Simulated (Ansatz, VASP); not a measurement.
## BaRe2 in VASP and in Ansatz

```xyz
3
Lattice="4.1476 0.0000 0.0000 -2.0738 3.5919 0.0000 0.0000 0.0000 5.6003" Properties=species:S:1:pos:R:3 pbc="T T T"
Ba    0.0000    0.0000    0.0000
Re    0.0000    2.3946    2.8001
Re    2.0738    1.1973    2.8001
```

Alike in both runs: functional r2SCAN; k mesh 5 × 5 × 5; occupations tetrahedron; no spin polarisation.

Ansatz relaxed the structure, and its values are those at the end. VASP's run is a single point on that final structure, the one shown.

|  | VASP | Ansatz |
| --- | --- | --- |
| version | VASP 6.6.1 | Ansatz 0.2.0 |
| potentials or method | VASP PAW PBE potentials, release 64 (Ba_sv, Re), cutoff 520 eV | PAW plane waves |
| valence electrons in the cell | 24 | 40 |

VASP gave:

* gap on the k mesh at the Fermi level (eV): none
* pressure (GPa): -0.5

Question: Estimate Ansatz's values.

Answer: gap on the k mesh at the Fermi level (eV): none; pressure (GPa): 0.0.

VASP's potentials were made for PBE, not for r2SCAN. A gap of «none» marks a metal or a gap that the smearing closes. With one functional, cell and mesh, what is left measures potentials, basis and numerics. VASP's potentials hold 24 valence electrons a cell and Ansatz's 40, so a difference there can come from the potentials and not from the codes. Ansatz's warnings: band table not solved further, forces under tetrahedra, structure snapped to symmetry, tetrahedron derivatives may miss energy slope.

Spin-orbit coupling is off throughout.
